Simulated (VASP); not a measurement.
# HfH (Fm-3m) in VASP: a series of runs

The runs below take HfH through single point, relaxation of cell and atoms, with PBE.

All numbers are computed with VASP 6.6.1; they aren't measurements. Logs are shortened: lines on timing, memory, paths and dates and some standing lists are left out, and cuts for length are marked.

## Step 1: The cell of the first run

It takes space group Fm-3m (No. 225, cubic). The conventional cell has a = 4.529 Å, b = 4.529 Å, c = 4.529 Å, α = 90.00°, β = 90.00°, γ = 90.00°. Within 3.0 Å of Hf (site symmetry m-3m) lie 6 H at 2.26 Å. H (site symmetry m-3m) has 6 Hf at 2.26 Å within 3.0 Å.

The cell was generated, and may not be a known phase.

## Step 2: Single point, PBE

Contents of INCAR:

```
SYSTEM = HfH
PREC = Accurate
ENCUT = 520
EDIFF = 1E-7
ISMEAR = 0
SIGMA = 0.1
LREAL = .FALSE.
LASPH = .TRUE.
NELM = 80
ALGO = Normal
ISIF = 2
LWAVE = .FALSE.
LCHARG = .FALSE.
GGA = PE
NBANDS = 12
```

Contents of KPOINTS:

```
regular mesh
0
G
  6 6 6
  0 0 0
```

Contents of POSCAR:

```
HfH
1.0
    0.0000000000      2.2642844528      2.2642844528
    2.2642844528      0.0000000000      2.2642844528
    2.2642844528      2.2642844528      0.0000000000
Hf H
1 1
Direct
    0.0000000000      0.0000000000      0.0000000000
    0.5000000000      0.5000000000      0.5000000000
```

Potentials or basis: VASP PAW PBE potentials, release 64 (Hf_pv, H).

Launch:

```sh
> cat potpaw_PBE.64/Hf_pv/POTCAR potpaw_PBE.64/H/POTCAR > POTCAR
> mpirun -np 1 vasp_std > vasp.out
```

OUTCAR:

```text
SYSTEM = HfH
   PREC = Accurate
   ENCUT = 520
   EDIFF = 1E-7
   ISMEAR = 0
   LREAL = .FALSE.
   LASPH = .TRUE.
   NELM = 80
   ISIF = 2
   GGA = PE

 ion  position               nearest neighbor table
   1  0.000  0.000  0.000-   2 2.26   2 2.26   2 2.26   2 2.26   2 2.26   2 2.26
   2  0.500  0.500  0.500-   1 2.26   1 2.26   1 2.26   1 2.26   1 2.26   1 2.26

  LATTYP: Found a face centered cubic cell.
 ALAT       =     4.5285689056

  Lattice vectors:

 A1 = (   0.0000000000,   2.2642844528,   2.2642844528)
 A2 = (   2.2642844528,   0.0000000000,   2.2642844528)
 A3 = (   2.2642844528,   2.2642844528,   0.0000000000)

Analysis of symmetry for initial positions (statically):
=====================================================================
 Subroutine PRICEL returns:
 Original cell was already a primitive cell.

 Routine SETGRP: Setting up the symmetry group for a
 face centered cubic supercell.

 Subroutine GETGRP returns: Found 48 space group operations
 (whereof 48 operations were pure point group operations)
 out of a pool of 48 trial point group operations.

The static configuration has the point symmetry O_h .

Analysis of symmetry for dynamics (positions and initial velocities):
=====================================================================
 Subroutine PRICEL returns:
 Original cell was already a primitive cell.

 Routine SETGRP: Setting up the symmetry group for a
 face centered cubic supercell.

 Subroutine GETGRP returns: Found 48 space group operations
 (whereof 48 operations were pure point group operations)
 out of a pool of 48 trial point group operations.

The dynamic configuration has the point symmetry O_h .

 Subroutine INISYM returns: Found 48 space group operations
 (whereof 48 operations are pure point group operations),
 and found     1 'primitive' translations

----------------------------------------------------------------------------------------

                                     Primitive cell

  volume of cell :      23.2179

  direct lattice vectors                    reciprocal lattice vectors
     0.000000000  2.264284453  2.264284453    -0.220820312  0.220820312  0.220820312
     2.264284453  0.000000000  2.264284453     0.220820312 -0.220820312  0.220820312
     2.264284453  2.264284453  0.000000000     0.220820312  0.220820312 -0.220820312

  length of vectors
     3.202181782  3.202181782  3.202181782     0.382472000  0.382472000  0.382472000

  position of ions in fractional coordinates (direct lattice)
     0.000000000  0.000000000  0.000000000
     0.500000000  0.500000000  0.500000000

  ion indices of the primitive-cell ions
   primitive index   ion index
                 1           1
                 2           2

----------------------------------------------------------------------------------------

 KPOINTS: regular mesh

Automatic generation of k-mesh.
 Grid dimensions read from file:
 generate k-points for:    6    6    6

 Generating k-lattice:

  Cartesian coordinates                     Fractional coordinates (reciprocal lattice)
    -0.036803385  0.036803385  0.036803385     0.166666667  0.000000000  0.000000000
     0.036803385 -0.036803385  0.036803385     0.000000000  0.166666667  0.000000000
     0.036803385  0.036803385 -0.036803385     0.000000000  0.000000000  0.166666667

  Length of vectors
     0.063745333  0.063745333  0.063745333

  Shift w.r.t. Gamma in fractional coordinates (k-lattice)
     0.000000000  0.000000000  0.000000000

 Subroutine IBZKPT returns following result:
 ===========================================

 Found     16 irreducible k-points:

 Following reciprocal coordinates:
            Coordinates               Weight
  0.000000  0.000000  0.000000      1.000000
  0.166667  0.000000  0.000000      8.000000
  0.333333  0.000000  0.000000      8.000000
  0.500000  0.000000  0.000000      4.000000
  0.166667  0.166667  0.000000      6.000000
  0.333333  0.166667  0.000000     24.000000
[... 8 lines left out ...]
 -0.333333  0.333333  0.166667     24.000000
 -0.333333  0.500000  0.166667     12.000000
   k-points           NKPTS =     16   k-points in BZ     NKDIM =     16   number of bands    NBANDS=     12
   number of dos      NEDOS =    301   number of ions     NIONS =      2
   total plane-waves  NPLWV =  13824
   dimension x,y,z NGX =    24 NGY =   24 NGZ =   24
   dimension x,y,z NGXF=    48 NGYF=   48 NGZF=   48
   ions per type =               1   1
   NGX,Y,Z   is equivalent  to a cutoff of  12.46, 12.46, 12.46 a.u.
   NGXF,Y,Z  is equivalent  to a cutoff of  24.92, 24.92, 24.92 a.u.
 SYSTEM =  HfH
   PREC   = accura    normal or accurate (medium, high low for compatibility)
   ISTART =      0    job   : 0-new  1-cont  2-samecut
   ICHARG =      2    charge: 1-file 2-atom 10-const
   ISPIN  =      1    spin polarized calculation?
   LNONCOLLINEAR =      F non collinear calculations
   LSORBIT =      F    spin-orbit coupling
   LASPH  =      T    aspherical Exc in radial PAW
   ENCUT  =  520.0 eV  38.22 Ry    6.18 a.u.   5.95  5.95  5.95*2*pi/ulx,y,z
   NELM   =     80;   NELMIN=  2; NELMDL= -5     # of ELM steps
   EDIFF  = 0.1E-06   stopping-criterion for ELM
   LREAL  =      F    real-space projection
   EDIFFG = 0.1E-05   stopping-criterion for IOM
   NSW    =      0    number of steps for IOM
   IBRION =     -1    ionic relax: 0-MD 1-quasi-New 2-CG
   NFREE  =      0    steps in history (QN), initial steepest desc. (CG)
   ISIF   =      2    stress and relaxation
   ISYM   =      2    0-nonsym 1-usesym 2-fastsym
   POTIM  = 0.5000    time-step for ionic-motion
   TEBEG  =    0.0;   TEEND  =   0.0 temperature during run
   PSTRESS=    0.0 pullay stress
   NELECT =      11.0000    total number of electrons
   NUPDOWN=      -1.0000    fix difference up-down
   EMIN   =  10.00;   EMAX   =-10.00  energy-range for DOS
   EFERMI =   0.00;   METHOD = LEGACY
   ISMEAR =     0;   SIGMA  =   0.10  broadening in eV -4-tet -1-fermi 0-gaus
   EFERMI_NEDOS =   21; number of points for ismear=-14 and -15
   IALGO  =     38    algorithm
   IMIX   =      4    mixing-type and parameters
     AMIX     =   0.40;   BMIX     =  1.00
     AMIX_MAG =   1.60;   BMIX_MAG =  1.00
  volume/ion in A,a.u.               =      11.61        78.34
  Fermi-wavevector in a.u.,A,eV,Ry     =   1.276237  2.411739 22.160917  1.628781
  Thomas-Fermi vector in A             =   2.408905
   LORBIT       =      0    0 simple, 1 ext, 2 COOP (PROOUT), +10 PAW based schemes
   GGA     = PE    functional components
   LHFCALC =     F    Hartree Fock is set to
   AEXX    =    0.0000 exact exchange contribution
   IVDW    =     0    specifies the selected vdW correction
   LEPSILON=     F    determine dielectric tensor
   LRPA    =     F    only Hartree local field effects (RPA)
 non-spin polarized calculation
 Gauss-broadening in eV      SIGMA  =   0.10
  energy-cutoff  :      520.00
  volume of cell :       23.22
 maximum number of plane-waves:       636
   NGX = 11   NGY = 11   NGZ = 11

 number of electron      11.0000000 magnetization

 Free energy of the ion-electron system (eV)
  ---------------------------------------------------
  ext. energy  EPLUGINS =         0.00000000
  ---------------------------------------------------
  free energy    TOTEN  =       -13.72739678 eV

  energy without entropy =      -13.71496073  energy(sigma->0) =      -13.72117876

 E-fermi :   5.3590     XC(G=0): -11.6325

 val. band max:        5.3471045852   @ k =   0.3333   0.3333   0.0000
 cond. band min:       5.4590333115   @ k =   0.5000   0.1667   0.0000
 fundamental gap:      0.1119287264
 Fermi energy:         5.3589509631

 k-point     1 :       0.0000    0.0000    0.0000
  band No.  band energies     occupation
      1     -24.7890      2.00000
      2     -24.7890      2.00000
      3     -24.7890      2.00000
      4      -4.5899      2.00000
      5       6.4823      0.00000
      6       6.4823      0.00000
      7       6.4823      0.00000
      8       9.0575      0.00000
      9       9.0575      0.00000
     10      12.4376      0.00000
     11      16.2506      0.00000
     12      18.3158      0.00000

 k-point     2 :       0.1667    0.0000    0.0000
  band No.  band energies     occupation
      1     -24.9921      2.00000
      2     -24.8135      2.00000
      3     -24.8135      2.00000
      4      -3.7676      2.00000
      5       5.5049      0.03901
      6       6.7613      0.00000
      7       6.7613      0.00000
      8       8.6829      0.00000
      9       8.6829      0.00000
     10      10.9566      0.00000
     11      18.1056      0.00000
     12      18.4457      0.00000

 k-point     3 :       0.3333    0.0000    0.0000
  band No.  band energies     occupation
      1     -25.3771      2.00000
      2     -24.8619      2.00000
      3     -24.8619      2.00000
      4      -1.7244      2.00000
      5       3.3203      2.00000
      6       6.2818      0.00000
      7       6.2818      0.00000
      8       9.8424      0.00000
      9       9.8424      0.00000
     10      10.5768      0.00000
     11      17.7600      0.00000
     12      18.4644      0.00000
[... 166 lines left out ...]
 k-point    15 :      -0.3333    0.3333    0.1667
  band No.  band energies     occupation
      1     -25.3784      2.00000
      2     -25.1812      2.00000
      3     -24.9975      2.00000
      4      -0.7640      2.00000
      5       3.3832      2.00000
      6       4.8725      2.00000
      7       7.3114      0.00000
      8      10.5061      0.00000
      9      12.0046      0.00000
     10      12.8060      0.00000
     11      15.1371      0.00000
     12      17.2533      0.00000

 k-point    16 :      -0.3333    0.5000    0.1667
  band No.  band energies     occupation
      1     -25.3825      2.00000
      2     -25.1682      2.00000
      3     -25.0715      2.00000
      4      -1.3538      2.00000
      5       3.7527      2.00000
      6       5.5215      0.02155
      7       7.6972      0.00000
      8      11.9291      0.00000
      9      13.1567      0.00000
     10      13.1766      0.00000
     11      13.7884      0.00000
     12      14.2546      0.00000

------------------------ aborting loop because EDIFF is reached ----------------------------------------

  FORCE on cell =-STRESS in cart. coord.  units (eV):
  Direction    XX          YY          ZZ          XY          YZ          ZX
  --------------------------------------------------------------------------------------
  -------------------------------------------------------------------------------------
  Total       -0.1359278     -0.1359278     -0.1359278      0.0000000      0.0000000     -0.0000000
  in kB       -9.3798495     -9.3798495     -9.3798495      0.0000000      0.0000000     -0.0000000
  external PRESSURE =      -9.3798495 kB  Pullay stress =       0.0000000 kB

 VOLUME and BASIS-vectors are now :
 -----------------------------------------------------------------------------
  energy-cutoff  :      520.00
  volume of cell :       23.22
      direct lattice vectors                 reciprocal lattice vectors
     0.000000000  2.264284453  2.264284453    -0.220820312  0.220820312  0.220820312
     2.264284453  0.000000000  2.264284453     0.220820312 -0.220820312  0.220820312
     2.264284453  2.264284453  0.000000000     0.220820312  0.220820312 -0.220820312

 POSITION                                       TOTAL-FORCE (eV/Angst)
 -----------------------------------------------------------------------------------
      0.00000      0.00000      0.00000        -0.000000      0.000000     -0.000000
      2.26428      2.26428      2.26428         0.000000     -0.000000      0.000000
 -----------------------------------------------------------------------------------
    total drift:                                0.000000     -0.000000     -0.000000

  FREE ENERGIE OF THE ION-ELECTRON SYSTEM (eV)
  ---------------------------------------------------
  free  energy   TOTEN  =       -13.7273967842 eV

  energy  without entropy=      -13.7149607285  energy(sigma->0) =      -13.72117876
```

Run time: 7.4 s. Hardware: 1 thread of Oxide Virtual Turin-like, shared host; peak memory 0.11 GiB.

What came out:

```
Free energy            : -13.7274 eV
Pressure               : -0.9 GPa
Band gap on the k mesh : zero (an odd number of electrons rules out a gap without spin polarisation)
```

Caveat: the k points lie up to 0.40 Å⁻¹ apart, too coarse for converged energies and pressures of a metal; spin-orbit coupling is left out, which moves the levels of the heavy elements; an odd number of electrons without spin polarisation forces a metal; a magnetic or distorted state may lie lower.

## Step 3: Single point, PBE

This run uses another cell than the first one, of 14.10 Å³/atom.

Contents of INCAR:

```
  PREC = Accurate
  ENCUT = 520
  EDIFF = 1E-6
  ISMEAR = 0
  SIGMA = 0.1
  LREAL = F
  LASPH = T
  NELM = 60
  ALGO = Fast
  ISIF = 2
  LWAVE = F
  LCHARG = F
  GGA = PE
  NBANDS = 12
```

Contents of KPOINTS:

```
regular mesh
0
Gamma
  6 6 6
```

Contents of POSCAR:

```
HfH
1.0
    0.0000000000      2.4157013500      2.4157013500
    2.4157013500      0.0000000000      2.4157013500
    2.4157013500      2.4157013500      0.0000000000
Hf H
1 1
Direct
    0.0000000000      0.0000000000      0.0000000000
    0.5000000000      0.5000000000      0.5000000000
```

Potentials or basis: VASP PAW PBE potentials, release 64 (Hf_pv, H).

Launch:

```sh
> cat potpaw_PBE.64/Hf_pv/POTCAR potpaw_PBE.64/H/POTCAR > POTCAR
> mpirun -np 1 vasp_std > vasp.out
```

Wall time 11 s (1 thread of Oxide Virtual Turin-like, shared host); peak memory 0.11 GiB.

The run converged. Its results:

```yaml
Free_energy: -13.4065 eV
Pressure: -17.3 GPa
Band_gap_on_the_k_mesh: zero (an odd number of electrons rules out a gap without spin polarisation)
```

Levels at points of the mesh, in eV from the Fermi level:
```
           k point  band 2  band 3  band 4  band 5  band 6  band 7  band 8  band 9
(0.00, 0.00, 0.00)  -30.88  -30.88   -8.86    1.04    1.04    1.04    3.01    3.01
(0.50, 0.00, 0.00)  -30.93  -30.93   -4.69   -3.56    0.59    0.59    4.62    4.62
(0.50, 0.50, 0.00)  -31.02  -31.02   -6.26   -1.67    0.90    4.57    5.17    5.17
```

Caveat: the k points lie up to 0.38 Å⁻¹ apart, too coarse for converged energies and pressures of a metal; spin-orbit coupling is left out, which moves the levels of the heavy elements; an odd number of electrons without spin polarisation forces a metal; a magnetic or distorted state may lie lower.

## Step 4: Relaxation of cell and atoms, PBE

This run uses another cell than the first one, of 14.10 Å³/atom.

Contents of INCAR:

```
PREC = Accurate ; ENCUT = 600
EDIFF = 1E-6 ; ISMEAR = 0
SIGMA = 0.1 ; LREAL = False
LASPH = True ; NELM = 60
ALGO = Fast ; ISIF = 3
LWAVE = False ; LCHARG = False
GGA = PE ; IBRION = 2
NSW = 90 ; EDIFFG = -0.04
```

Contents of KPOINTS:

```
Automatic mesh
0
Gamma
  6 6 6
```

POSCAR is that of step 3.

Launch:

```sh
> cat potpaw_PBE.64/Hf_pv/POTCAR potpaw_PBE.64/H/POTCAR > POTCAR
> mpirun -np 1 vasp_std > vasp.out
```

Run time: 30 s. Hardware: 1 thread of Oxide Virtual Turin-like, shared host; peak memory 0.13 GiB.

Results (log left out):

```
Free energy                           : -13.7291 eV
Relaxed volume                        : 11.54 Å³/atom
Relaxed cell                          : a = 3.196 Å, b = 3.196 Å, c = 3.196 Å, α = 60.00°, β = 60.00°, γ = 60.00°
Space group after relaxing (to 0.1 Å) : Fm-3m (No. 225)
Energy gained by relaxing             : 161.0 meV/atom
Ionic steps                           : 3
Pressure after relaxing               : 0.0 GPa
Band gap on the k mesh                : zero (an odd number of electrons rules out a gap without spin polarisation)
```

The path:
```tsv
step	energy change (eV)	largest force (eV/Å)	pressure (GPa)	volume (Å³)
1	0.0000	0.0000	-17.26	28.19
2	-0.3148	0.0000	3.85	22.44
3	-0.3220	0.0000	-0.02	23.08
```

Final structure:
```
Hf H
1.0
     0.00000    2.25972    2.25972
     2.25972    0.00000    2.25972
     2.25972    2.25972    0.00000
Hf H
1 1
Cartesian
  0.0000 0.0000 0.0000
  2.2597 2.2597 2.2597
```

Levels at points of the mesh, in eV from the Fermi level:
| k point | band 1 | band 2 | band 3 | band 4 | band 5 | band 6 | band 7 | band 8 | band 9 |
| --- | --- | --- | --- | --- | --- | --- | --- | --- | --- |
| (0.00, 0.00, 0.00) | -30.13 | -30.13 | -30.13 | -9.98 | 1.13 | 1.13 | 1.13 | 3.72 | 3.72 |
| (0.50, 0.00, 0.00) | -30.91 | -30.22 | -30.22 | -5.00 | -4.16 | 0.52 | 0.52 | 5.85 | 5.85 |
| (0.50, 0.50, 0.00) | -30.84 | -30.40 | -30.40 | -7.42 | -2.31 | 1.57 | 5.80 | 6.61 | 6.61 |

Caveat: the k points lie up to 0.40 Å⁻¹ apart in the final cell, too coarse for converged energies and pressures of a metal; the volume moved by over 15 % at a fixed basis, so the end points are rough; spin-orbit coupling is left out, which moves the levels of the heavy elements; an odd number of electrons without spin polarisation forces a metal; a magnetic or distorted state may lie lower.

## Step 5: The runs side by side

```csv
task,cell,cutoff (eV),gap on the mesh (eV),pressure (GPa)
single point,"a = 3.202 Å, angles 60.0°, 2 atoms",520,none,-0.9
single point,"a = 3.416 Å, angles 60.0°, 2 atoms",520,none,-17.3
relaxation of cell and atoms,"relaxed from a = 3.416 Å, angles 60.0°, 2 atoms",600,none,0.0
```

Alike in all rows: level PBE; potentials or basis VASP PAW PBE potentials, release 64 (Hf_pv, H); no spin polarisation; k mesh 6 × 6 × 6; smearing gaussian 0.1 eV.

Caveats: all runs use coarse meshes; spin-orbit coupling is left out, which moves the levels of the heavy elements; an odd number of electrons without spin polarisation forces a metal; a magnetic or distorted state may lie lower; the volume moved by over 15 % at a fixed basis, so the end points are rough (at least some runs).

Total energies depend on the potentials used, so only differences within one code and one set of settings carry meaning.

The gap in the log of VASP goes by the Fermi energy; the results here count the filled bands.